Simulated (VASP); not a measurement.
Co:

```xyz
2
Lattice="-1.4023 1.4023 1.4023 1.4023 -1.4023 1.4023 2.8046 2.8046 0.0000" Properties=species:S:1:pos:R:3 pbc="T T T"
Co    0.0000    0.0000    0.0000
Co    1.4023    1.4023    1.4023
```

This isn't the form of Co at room conditions, which is hcp.

Base run:

```yaml
Program: VASP 6.6.1
Functional: PBE
Potentials_or_basis: VASP PAW PBE potentials, release 64 (Co)
Cutoff: 520 eV
k_mesh: 15 × 15 × 9
Occupations: fermi-dirac, width 0.05 eV
Spin: no spin polarisation
```

Its results: band gap on the k mesh zero (bands 9 and 10 overlap by 1.11 eV); pressure -10.2 GPa.

Problem. The run is repeated on the same cell with these changes: spin from no spin polarisation to collinear spin, antiferromagnetic start; further incar settings from ALGO = Normal; EDIFF = 1e-06; NBANDS = 16 to ALGO = Normal; EDIFF = 1e-07; NBANDS = 20. What comes out?

Solution. Band gap on the k mesh zero (filled and empty bands overlap); pressure -1.1 GPa; net moment 0.00 μB per cell; site moments Co +1.45, -1.45 μB.

Caveats: the cell stands under tension (at least some runs); the antiferromagnetic order is the one typed at the start, and another may lie lower (at least some runs).
